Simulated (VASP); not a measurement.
A run of VASP 6.6.1:

INCAR

```
SYSTEM = Sn
PREC = Accurate
ENCUT = 520
EDIFF = 1E-6
ISMEAR = 0
SIGMA = 0.1
LREAL = .False.
LASPH = .True.
NELM = 100
ALGO = Normal
ISIF = 2
LWAVE = .False.
LCHARG = .False.
GGA = RP
NBANDS = 21
```

Contents of KPOINTS:

```
regular mesh
0
Gamma
  7 7 7
  0 0 0
```

Contents of POSCAR:

```
Sn
1.0
    0.0000000000      3.2333428000      3.2333428000
    3.2333428000      0.0000000000      3.2333428000
    3.2333428000      3.2333428000      0.0000000000
Sn
2
Direct
    0.7500000000      0.7500000000      0.7500000000
    0.5000000000      0.5000000000      0.5000000000
```

Potentials or basis: VASP PAW PBE potentials, release 64 (Sn_d).

Launch:

```console
$ cat potpaw_PBE.64/Sn_d/POTCAR > POTCAR
$ mpirun -np 1 vasp_std > vasp.out
```

Hardware: 1 thread of AMD EPYC 9R45 96-Core Processor (Zen 5) (shared host).

**Question.** How long does it take, and how much memory?

**Answer.** It took 18 s on 1 thread of AMD EPYC 9R45 96-Core Processor (Zen 5), with other jobs on the host, peak memory 0.17 GiB. Counts: scf iterations 12, k points 20.
